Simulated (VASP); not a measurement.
# HfC (Pm-3m) in VASP: further runs

HfC is run at these levels: PBEsol; tasks: single point, relaxation of cell and atoms.

Everything below comes from runs of VASP 6.6.1. Logs are shortened: lines on timing, memory, paths and dates and some standing lists are left out, and cuts for length are marked.

### Step 1. The cell of the first run

It takes space group Pm-3m (No. 221, cubic). Conventional cell: a = 2.868 Å, b = 2.868 Å, c = 2.868 Å, α = 90.00°, β = 90.00°, γ = 90.00°. Hf (site symmetry m-3m) has 8 C at 2.48 Å and 6 Hf at 2.87 Å within 3.3 Å. Within 3.3 Å of C (site symmetry m-3m) lie 8 Hf at 2.48 Å and 6 C at 2.87 Å.

### Step 2. Single point, PBEsol

INCAR

```
  ALGO = Normal
  EDIFF = 1E-6
  ENCUT = 520
  GGA = PS
  ISIF = 2
  ISMEAR = -1
  LASPH = True
  LCHARG = False
  LREAL = False
  LWAVE = False
  NBANDS = 14
  NELM = 60
  PREC = Accurate
  SIGMA = 0.05
```

KPOINTS

```
k-points
0
Gamma
  6 6 6
```

POSCAR

```
HfC
1.0
    2.8679579959      0.0000000000      0.0000000000
    0.0000000000      2.8679579959      0.0000000000
    0.0000000000      0.0000000000      2.8679579959
Hf C
1 1
Direct
    0.0000000000      0.0000000000      0.0000000000
    0.5000000000      0.5000000000      0.5000000000
```

Potentials or basis: VASP PAW PBE potentials, release 64 (Hf_pv, C).

On the command line:

```sh
$ cat potpaw_PBE.64/Hf_pv/POTCAR potpaw_PBE.64/C/POTCAR > POTCAR
$ mpirun -np 1 vasp_std > vasp.out
```

OUTCAR:

```text
EDIFF = 1E-6
   ENCUT = 520
   GGA = PS
   ISIF = 2
   ISMEAR = -1
   LASPH = True
   LREAL = False
   NELM = 60
   PREC = Accurate

 ion  position               nearest neighbor table
   1  0.000  0.000  0.000-   2 2.48   2 2.48   2 2.48   2 2.48   2 2.48   2 2.48   2 2.48   2 2.48

   2  0.500  0.500  0.500-   1 2.48   1 2.48   1 2.48   1 2.48   1 2.48   1 2.48   1 2.48   1 2.48

  LATTYP: Found a simple cubic cell.
 ALAT       =     2.8679579959

  Lattice vectors:

 A1 = (   2.8679579959,   0.0000000000,   0.0000000000)
 A2 = (   0.0000000000,   2.8679579959,   0.0000000000)
 A3 = (   0.0000000000,   0.0000000000,   2.8679579959)

Analysis of symmetry for initial positions (statically):
=====================================================================
 Subroutine PRICEL returns:
 Original cell was already a primitive cell.

 Routine SETGRP: Setting up the symmetry group for a
 simple cubic supercell.

 Subroutine GETGRP returns: Found 48 space group operations
 (whereof 48 operations were pure point group operations)
 out of a pool of 48 trial point group operations.

The static configuration has the point symmetry O_h .

Analysis of symmetry for dynamics (positions and initial velocities):
=====================================================================
 Subroutine PRICEL returns:
 Original cell was already a primitive cell.

 Routine SETGRP: Setting up the symmetry group for a
 simple cubic supercell.

 Subroutine GETGRP returns: Found 48 space group operations
 (whereof 48 operations were pure point group operations)
 out of a pool of 48 trial point group operations.

The dynamic configuration has the point symmetry O_h .

 Subroutine INISYM returns: Found 48 space group operations
 (whereof 48 operations are pure point group operations),
 and found     1 'primitive' translations

----------------------------------------------------------------------------------------

                                     Primitive cell

  volume of cell :      23.5895

  direct lattice vectors                    reciprocal lattice vectors
     2.867957996  0.000000000  0.000000000     0.348680142  0.000000000  0.000000000
     0.000000000  2.867957996  0.000000000     0.000000000  0.348680142  0.000000000
     0.000000000  0.000000000  2.867957996     0.000000000  0.000000000  0.348680142

  length of vectors
     2.867957996  2.867957996  2.867957996     0.348680142  0.348680142  0.348680142

  position of ions in fractional coordinates (direct lattice)
     0.000000000  0.000000000  0.000000000
     0.500000000  0.500000000  0.500000000

  ion indices of the primitive-cell ions
   primitive index   ion index
                 1           1
                 2           2

----------------------------------------------------------------------------------------

 KPOINTS: k-points

Automatic generation of k-mesh.
 Grid dimensions read from file:
 generate k-points for:    6    6    6

 Generating k-lattice:

  Cartesian coordinates                     Fractional coordinates (reciprocal lattice)
     0.058113357  0.000000000  0.000000000     0.166666667  0.000000000  0.000000000
     0.000000000  0.058113357  0.000000000     0.000000000  0.166666667  0.000000000
     0.000000000  0.000000000  0.058113357     0.000000000  0.000000000  0.166666667

  Length of vectors
     0.058113357  0.058113357  0.058113357

  Shift w.r.t. Gamma in fractional coordinates (k-lattice)
     0.000000000  0.000000000  0.000000000

 Subroutine IBZKPT returns following result:
 ===========================================

 Found     20 irreducible k-points:

 Following reciprocal coordinates:
            Coordinates               Weight
  0.000000  0.000000  0.000000      1.000000
  0.166667  0.000000  0.000000      6.000000
  0.333333  0.000000  0.000000      6.000000
  0.500000  0.000000  0.000000      3.000000
  0.166667  0.166667  0.000000     12.000000
  0.333333  0.166667  0.000000     24.000000
[... 12 lines left out ...]
  0.500000  0.500000  0.333333      6.000000
  0.500000  0.500000  0.500000      1.000000
   k-points           NKPTS =     20   k-points in BZ     NKDIM =     20   number of bands    NBANDS=     14
   number of dos      NEDOS =    301   number of ions     NIONS =      2
   total plane-waves  NPLWV =  13824
   dimension x,y,z NGX =    24 NGY =   24 NGZ =   24
   dimension x,y,z NGXF=    48 NGYF=   48 NGZF=   48
   ions per type =               1   1
   NGX,Y,Z   is equivalent  to a cutoff of  13.91, 13.91, 13.91 a.u.
   NGXF,Y,Z  is equivalent  to a cutoff of  27.82, 27.82, 27.82 a.u.
 SYSTEM =  unknown system
   PREC   = accura    normal or accurate (medium, high low for compatibility)
   ISTART =      0    job   : 0-new  1-cont  2-samecut
   ICHARG =      2    charge: 1-file 2-atom 10-const
   ISPIN  =      1    spin polarized calculation?
   LNONCOLLINEAR =      F non collinear calculations
   LSORBIT =      F    spin-orbit coupling
   LASPH  =      T    aspherical Exc in radial PAW
   ENCUT  =  520.0 eV  38.22 Ry    6.18 a.u.   5.33  5.33  5.33*2*pi/ulx,y,z
   NELM   =     60;   NELMIN=  2; NELMDL= -5     # of ELM steps
   EDIFF  = 0.1E-05   stopping-criterion for ELM
   LREAL  =      F    real-space projection
   EDIFFG = 0.1E-04   stopping-criterion for IOM
   NSW    =      0    number of steps for IOM
   IBRION =     -1    ionic relax: 0-MD 1-quasi-New 2-CG
   NFREE  =      0    steps in history (QN), initial steepest desc. (CG)
   ISIF   =      2    stress and relaxation
   ISYM   =      2    0-nonsym 1-usesym 2-fastsym
   POTIM  = 0.5000    time-step for ionic-motion
   TEBEG  =    0.0;   TEEND  =   0.0 temperature during run
   PSTRESS=    0.0 pullay stress
   NELECT =      14.0000    total number of electrons
   NUPDOWN=      -1.0000    fix difference up-down
   EMIN   =  10.00;   EMAX   =-10.00  energy-range for DOS
   EFERMI =   0.00;   METHOD = LEGACY
   ISMEAR =    -1;   SIGMA  =   0.05  broadening in eV -4-tet -1-fermi 0-gaus
   EFERMI_NEDOS =   21; number of points for ismear=-14 and -15
   IALGO  =     38    algorithm
   IMIX   =      4    mixing-type and parameters
     AMIX     =   0.40;   BMIX     =  1.00
     AMIX_MAG =   1.60;   BMIX_MAG =  1.00
  volume/ion in A,a.u.               =      11.79        79.59
  Fermi-wavevector in a.u.,A,eV,Ry     =   1.375766  2.599822 25.752201  1.892733
  Thomas-Fermi vector in A             =   2.501072
   LORBIT       =      0    0 simple, 1 ext, 2 COOP (PROOUT), +10 PAW based schemes
   GGA     = PS    functional components
   LHFCALC =     F    Hartree Fock is set to
   AEXX    =    0.0000 exact exchange contribution
   IVDW    =     0    specifies the selected vdW correction
   LEPSILON=     F    determine dielectric tensor
   LRPA    =     F    only Hartree local field effects (RPA)
 non-spin polarized calculation
  energy-cutoff  :      520.00
  volume of cell :       23.59
 maximum number of plane-waves:       655
 NGX is ok and might be reduce to    24
   NGX = 11   NGY = 11   NGZ = 11

 number of electron      13.9999997 magnetization

 Free energy of the ion-electron system (eV)
  ---------------------------------------------------
  ext. energy  EPLUGINS =         0.00000000
  ---------------------------------------------------
  free energy    TOTEN  =       -19.51690063 eV

  energy without entropy =      -19.49381989  energy(sigma->0) =      -19.50536026

 E-fermi :   6.7404     XC(G=0): -12.8372

 val. band max:        6.7102253735   @ k =   0.5000   0.3333   0.1667
 cond. band min:       6.7546073167   @ k =   0.5000   0.3333   0.0000
 fundamental gap:      0.0443819432
 Fermi energy:         6.7403615512

 k-point     1 :       0.0000    0.0000    0.0000
  band No.  band energies     occupation
      1     -23.0053      2.00000
      2     -23.0053      2.00000
      3     -23.0053      2.00000
      4      -6.2337      2.00000
      5       4.7058      2.00000
      6       4.7058      2.00000
      7       7.8391      0.00000
      8       7.8391      0.00000
      9       7.8391      0.00000
     10      13.1060      0.00000
     11      13.1060      0.00000
     12      13.1060      0.00000
     13      13.7198      0.00000
     14      20.1955      0.00000

 k-point     2 :       0.1667    0.0000    0.0000
  band No.  band energies     occupation
      1     -23.3198      2.00000
      2     -22.9766      2.00000
      3     -22.9766      2.00000
      4      -5.6246      2.00000
      5       4.0372      2.00000
      6       4.9711      2.00000
      7       7.1727      0.00035
      8       7.1727      0.00035
      9       8.1478      0.00000
     10      13.2484      0.00000
     11      13.6523      0.00000
     12      13.6523      0.00000
     13      14.8993      0.00000
     14      20.1957      0.00000

 k-point     3 :       0.3333    0.0000    0.0000
  band No.  band energies     occupation
      1     -23.9040      2.00000
      2     -22.9185      2.00000
      3     -22.9185      2.00000
      4      -4.0957      2.00000
      5       1.6046      2.00000
      6       5.5829      2.00000
      7       6.0836      2.00000
      8       6.0836      2.00000
      9      11.1317      0.00000
     10      13.5511      0.00000
     11      14.7477      0.00000
     12      14.7477      0.00000
     13      16.5174      0.00000
     14      18.2376      0.00000

 k-point     4 :       0.5000    0.0000    0.0000
  band No.  band energies     occupation
      1     -24.1771      2.00000
      2     -22.8892      2.00000
      3     -22.8892      2.00000
      4      -2.7315      2.00000
      5      -0.1940      2.00000
      6       5.6147      2.00000
      7       5.6147      2.00000
      8       5.9458      2.00000
      9      13.7128      0.00000
     10      13.8386      0.00000
     11      15.3971      0.00000
     12      15.3971      0.00000
     13      16.9560      0.00000
     14      17.8755      0.00000

 k-point     5 :       0.1667    0.1667    0.0000
  band No.  band energies     occupation
      1     -23.3084      2.00000
      2     -23.2608      2.00000
      3     -22.9487      2.00000
      4      -5.0921      2.00000
      5       4.0112      2.00000
      6       4.5481      2.00000
      7       6.5951      1.89621
      8       6.9611      0.02389
      9       9.2269      0.00000
     10      12.1216      0.00000
     11      12.8164      0.00000
[... 208 lines left out ...]
 k-point    18 :       0.5000    0.3333    0.3333
  band No.  band energies     occupation
      1     -23.8892      2.00000
      2     -23.6161      2.00000
      3     -23.5826      2.00000
      4      -2.3100      2.00000
      5       1.8163      2.00000
      6       1.9305      2.00000
      7       4.4744      2.00000
      8      10.5253      0.00000
      9      10.8370      0.00000
     10      12.4007      0.00000
     11      15.6388      0.00000
     12      16.2689      0.00000
     13      18.7112      0.00000
     14      19.0757      0.00000

 k-point    19 :       0.5000    0.5000    0.3333
  band No.  band energies     occupation
      1     -23.8429      2.00000
      2     -23.8429      2.00000
      3     -23.5591      2.00000
      4      -1.9029      2.00000
      5       1.5855      2.00000
      6       1.5855      2.00000
      7       3.0968      2.00000
      8      10.9406      0.00000
      9      13.5812      0.00000
     10      13.5812      0.00000
     11      15.9221      0.00000
     12      16.1461      0.00000
     13      18.8109      0.00000
     14      18.8109      0.00000

 k-point    20 :       0.5000    0.5000    0.5000
  band No.  band energies     occupation
      1     -23.7984      2.00000
      2     -23.7984      2.00000
      3     -23.7984      2.00000
      4      -0.5106      2.00000
      5       0.9978      2.00000
      6       0.9978      2.00000
      7       0.9978      2.00000
      8      15.8298      0.00000
      9      15.8298      0.00000
     10      15.8298      0.00000
     11      16.2226      0.00000
     12      16.5990      0.00000
     13      16.5990      0.00000
     14      16.5990      0.00000

------------------------ aborting loop because EDIFF is reached ----------------------------------------

  FORCE on cell =-STRESS in cart. coord.  units (eV):
  Direction    XX          YY          ZZ          XY          YZ          ZX
  --------------------------------------------------------------------------------------
  -------------------------------------------------------------------------------------
  Total       -0.1725963     -0.1725963     -0.1725963     -0.0000000     -0.0000000     -0.0000000
  in kB      -11.7225920    -11.7225920    -11.7225920     -0.0000000     -0.0000000     -0.0000000
  external PRESSURE =     -11.7225920 kB  Pullay stress =       0.0000000 kB

 VOLUME and BASIS-vectors are now :
 -----------------------------------------------------------------------------
  energy-cutoff  :      520.00
  volume of cell :       23.59
      direct lattice vectors                 reciprocal lattice vectors
     2.867957996  0.000000000  0.000000000     0.348680142  0.000000000  0.000000000
     0.000000000  2.867957996  0.000000000     0.000000000  0.348680142  0.000000000
     0.000000000  0.000000000  2.867957996     0.000000000  0.000000000  0.348680142

 POSITION                                       TOTAL-FORCE (eV/Angst)
 -----------------------------------------------------------------------------------
      0.00000      0.00000      0.00000         0.000000      0.000000      0.000000
      1.43398      1.43398      1.43398         0.000000      0.000000      0.000000
 -----------------------------------------------------------------------------------
    total drift:                                0.000000      0.000000     -0.000000

  FREE ENERGIE OF THE ION-ELECTRON SYSTEM (eV)
  ---------------------------------------------------
  free  energy   TOTEN  =       -19.5169006280 eV

  energy  without entropy=      -19.4938198859  energy(sigma->0) =      -19.50536026
```

Run time: 13 s. Hardware: 1 thread of Intel Xeon 8259CL, shared host; peak memory 0.14 GiB.

Results:

```
Free energy            : -19.5169 eV
Pressure               : -1.2 GPa
Band gap on the k mesh : zero (band 7 reaches 7.84 eV, above the bottom of band 8 at 5.95 eV)
```

Caveat: the k points lie up to 0.37 Å⁻¹ apart; the PAW data sets were made with another functional, which shifts forces and pressure a little; spin-orbit coupling is left out, which moves the levels of the heavy elements.

### Step 3. Single point, PBEsol

INCAR

```
SYSTEM = HfC
PREC = Accurate
ENCUT = 520
EDIFF = 1E-6
ISMEAR = -1
SIGMA = 0.05
LREAL = .FALSE.
LASPH = .TRUE.
NELM = 80
ALGO = Normal
ISIF = 2
LWAVE = .FALSE.
LCHARG = .TRUE.
GGA = PS
LELF = .TRUE.
LVHAR = .TRUE.
NBANDS = 14
```

KPOINTS

```
regular mesh
0
G
  6 6 6
  0 0 0
```

POSCAR is that of step 2.

Potentials or basis: VASP PAW PBE potentials, release 64 (Hf_pv, C).

On the command line:

```sh
$ cat potpaw_PBE.64/Hf_pv/POTCAR potpaw_PBE.64/C/POTCAR > POTCAR
$ mpirun -np 1 vasp_std > vasp.out
```

Wall time 11 s (1 thread of Intel Xeon 8259CL, shared host); peak memory 0.14 GiB.

Results (log left out):

```
Free energy            : -19.5169 eV
Pressure               : -1.2 GPa
Band gap on the k mesh : zero (band 7 reaches 7.84 eV, above the bottom of band 8 at 5.95 eV)
```

Levels at points of the mesh, in eV from the Fermi level:
```tsv
k point	band 3	band 4	band 5	band 6	band 7	band 8	band 9	band 10	band 11	band 12
(0.00, 0.00, 0.00)	-29.75	-12.97	-2.03	-2.03	1.10	1.10	1.10	6.37	6.37	6.37
(0.50, 0.00, 0.00)	-29.63	-9.47	-6.93	-1.13	-1.13	-0.79	6.97	7.10	8.66	8.66
(0.50, 0.50, 0.00)	-29.53	-10.24	-2.66	-2.66	-1.21	1.97	3.19	3.19	5.03	9.18
(0.50, 0.50, 0.50)	-30.54	-7.25	-5.74	-5.74	-5.74	9.09	9.09	9.09	9.48	9.86
```

Caveat: the k points lie up to 0.37 Å⁻¹ apart; the PAW data sets were made with another functional, which shifts forces and pressure a little; spin-orbit coupling is left out, which moves the levels of the heavy elements.

### Step 4. Relaxation of cell and atoms, PBEsol

This run uses another cell than the first one, of 11.70 Å³/atom, 0.992 times its volume.

INCAR

```
PREC = Accurate ; ENCUT = 600
EDIFF = 1E-6 ; ISMEAR = -1
SIGMA = 0.05 ; LREAL = F
LASPH = T ; NELM = 100
ALGO = Normal ; ISIF = 3
LWAVE = F ; LCHARG = F
GGA = PS ; IBRION = 2
NSW = 80 ; EDIFFG = -0.01
```

KPOINTS

```
regular mesh
0
Gamma
  6 6 6
```

POSCAR

```
HfC
1.0
    2.8600000000      0.0000000000      0.0000000000
    0.0000000000      2.8600000000      0.0000000000
    0.0000000000      0.0000000000      2.8600000000
Hf C
1 1
Direct
    0.0000000000      0.0000000000      0.0000000000
    0.5000000000      0.5000000000      0.5000000000
```

On the command line:

```sh
$ cat potpaw_PBE.64/Hf_pv/POTCAR potpaw_PBE.64/C/POTCAR > POTCAR
$ mpirun -np 1 vasp_std > vasp.out
```

It took 18 s on 1 thread of Intel Xeon 8259CL, shared host; peak memory 0.15 GiB.

It converged, with:

| Item | Value |
| --- | --- |
| Free energy | -19.5180 eV |
| Relaxed volume | 11.73 Å³/atom |
| Relaxed cell | a = 2.862 Å, b = 2.862 Å, c = 2.862 Å, α = 90.00°, β = 90.00°, γ = 90.00° |
| Space group after relaxing (to 0.05 Å) | Pm-3m (No. 221) |
| Energy gained by relaxing | 0.1 meV/atom |
| Ionic steps | 3 |
| Pressure after relaxing | 0.0 GPa |
| Band gap on the k mesh | zero (band 7 reaches 7.89 eV, above the bottom of band 8 at 5.99 eV) |

The path:
| step | energy change (eV) | largest force (eV/Å) | pressure (GPa) | volume (Å³) |
| --- | --- | --- | --- | --- |
| 1 | 0.0000 | 0.0000 | 0.56 | 23.39 |
| 2 | 0.0001 | 0.0000 | -0.72 | 23.53 |
| 3 | -0.0001 | 0.0000 | 0.00 | 23.45 |

Final structure:
```
Hf C
1.0
     2.86244    0.00000    0.00000
     0.00000    2.86244    0.00000
     0.00000    0.00000    2.86244
Hf C
1 1
Direct
  0.00000 0.00000 0.00000
  0.50000 0.50000 0.50000
```

Levels at points of the mesh, in eV from the Fermi level:
```tsv
k point	band 3	band 4	band 5	band 6	band 7	band 8	band 9	band 10	band 11
(0.00, 0.00, 0.00)	-29.72	-13.01	-2.05	-2.05	1.10	1.10	1.10	6.40	6.40
(0.50, 0.00, 0.00)	-29.61	-9.48	-6.96	-1.14	-1.14	-0.80	7.02	7.14	8.71
(0.50, 0.50, 0.00)	-29.50	-10.27	-2.67	-2.67	-1.21	1.97	3.20	3.20	5.07
(0.50, 0.50, 0.50)	-30.53	-7.25	-5.78	-5.78	-5.78	9.16	9.16	9.16	9.55
```

Caveat: the k points lie up to 0.37 Å⁻¹ apart in the final cell; the PAW data sets were made with another functional, which shifts forces and pressure a little; spin-orbit coupling is left out, which moves the levels of the heavy elements.

(Part 1 of 2 ends here.)
